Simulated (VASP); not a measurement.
A run of VASP 6.6.1 is set up as follows.

Contents of INCAR:

```
ALGO = Normal ; EDIFF = 1E-6
ENCUT = 520 ; GGA = RP
ISIF = 2 ; ISMEAR = -1
LASPH = True ; LCHARG = False
LREAL = False ; LWAVE = False
NBANDS = 30 ; NELM = 80
PREC = Accurate ; SIGMA = 0.1
```

The input KPOINTS:

```
k-points
0
Gamma
  14 14 4
```

POSCAR

```
Ta
1.0
    3.0740880416      0.0000000000      0.0000000000
   -1.5370440208      2.6622383375      0.0000000000
    0.0000000000      0.0000000000     10.4705738168
Ta
4
Direct
    1.0000000000      1.0000000000      1.0000000000
    1.0000000000      1.0000000000      0.5000000000
    0.3333333333      0.6666666667      0.2500000000
    0.6666666667      0.3333333333      0.7500000000
```

Potentials or basis: VASP PAW PBE potentials, release 64 (Ta_pv).

Launch:

```sh
$ cat potpaw_PBE.64/Ta_pv/POTCAR > POTCAR
$ mpirun -np 1 vasp_std > vasp.out
```

Question: Predict the band gap on the k mesh.

Answer: Zero (bands 22 and 23 overlap by 1.01 eV).

Question: What does it give for the pressure?

Answer: -16.8 GPa.

Stress tensor (GPa, compression positive):
```
-16.83   0.00   0.00
  0.00 -16.83   0.00
  0.00   0.00 -16.66
```

Caveat: the cell stands under tension; the PAW data sets were made with another functional, which shifts forces and pressure a little; spin-orbit coupling is left out, which moves the levels of the heavy elements.
